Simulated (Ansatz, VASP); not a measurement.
**One calculation of Mg2C, two programs**

File POSCAR:

```
Mg2C
1.0
    0.0000000000      2.8727858924      2.7199853218
    2.8727858924      0.0000000000      2.7199853218
    2.8727858924      2.8727858924      0.0000000000
C Mg
1 2
Direct
    0.0000000000      0.0000000000      0.0000000000
    0.2500000000      0.2500000000      0.2500000000
    0.7500000000      0.7500000000      0.7500000000
```

File INCAR.step1:

```
PREC = Accurate
ENCUT = 520
EDIFF = 1E-5
ISMEAR = 0
SIGMA = 0.01
LREAL = False
LASPH = True
NELM = 80
ALGO = Normal
ISIF = 2
LWAVE = True
LCHARG = False
NBANDS = 11
GGA = PE
```

Contents of INCAR.step2:

```
PREC = Accurate
ENCUT = 520
EDIFF = 1E-7
ISMEAR = 0
SIGMA = 0.01
LREAL = False
LASPH = True
NELM = 80
ALGO = Normal
ISIF = 2
LWAVE = False
LCHARG = False
GGA = PE
LHFCALC = True
HFSCREEN = 0.2079
PRECFOCK = Normal
NBANDS = 11
ISTART = 1
```

Contents of KPOINTS:

```
regular mesh
0
Gamma
  6 6 6
```

Input for Ansatz:

```yaml
crystal:
  lattice:
    - [0.0, 2.8727858924, 2.7199853218]
    - [2.8727858924, 0.0, 2.7199853218]
    - [2.8727858924, 2.8727858924, 0.0]
  atoms:
    - { symbol: C, position: [0.0, 0.0, 0.0] }
    - { symbol: Mg, position: [0.25, 0.25, 0.25] }
    - { symbol: Mg, position: [0.75, 0.75, 0.75] }
kpoints:
  mp_grid: { grid: [6, 6, 6] }
  band_path:
    path:
      - [0.0, 0.0, 0.0]
      - [0.5, 0.0, 0.5]
      - [0.625, 0.25, 0.625]
      - [0.375, 0.375, 0.75]
      - [0.5, 0.5, 0.5]
      - [0.5, 0.25, 0.75]
      - [0.5, 0.5, 0.0]
    npoints: 1
hamiltonian:
  xc: hse06
scf:
  occupations: { method: fixed }
  n_extra_bands: 4
output:
  forces: true
  stress: true
  eigenvalues: true
```

Change from the starting cell: epitaxial_xy strain +6.0%.

Alike in both runs: task single point; functional HSE06; k mesh 6 × 6 × 6; no spin polarisation.

|  | VASP | Ansatz |
| --- | --- | --- |
| version | VASP 6.6.1 | Ansatz 0.2.0 |
| potentials or method | VASP PAW PBE potentials, release 64 (C, Mg) | plane waves, PAW |
| plane-wave cutoff (eV) | 520 | 420 |
| occupations | gaussian, width 0.01 eV | fixed |
| valence electrons in the cell | 8 | 24 |

VASP gave:

| Item | Value |
| --- | --- |
| gap on the k mesh at the Fermi level (eV) | 1.07 |
| pressure (GPa) | -9.8 |
| traceless stress, the component that is largest in VASP (GPa) | 9.05 |

Q: What did Ansatz give for the same quantities?

A: gap on the k mesh at the Fermi level (eV): 1.07; pressure (GPa): -9.6; traceless stress, the component that is largest in VASP (GPa): 9.04.

VASP's potentials hold 8 valence electrons a cell and Ansatz's 24, so a difference there can come from the potentials and not from the codes. Ansatz's warnings: stress exchange threshold loose, stress scf threshold loose.
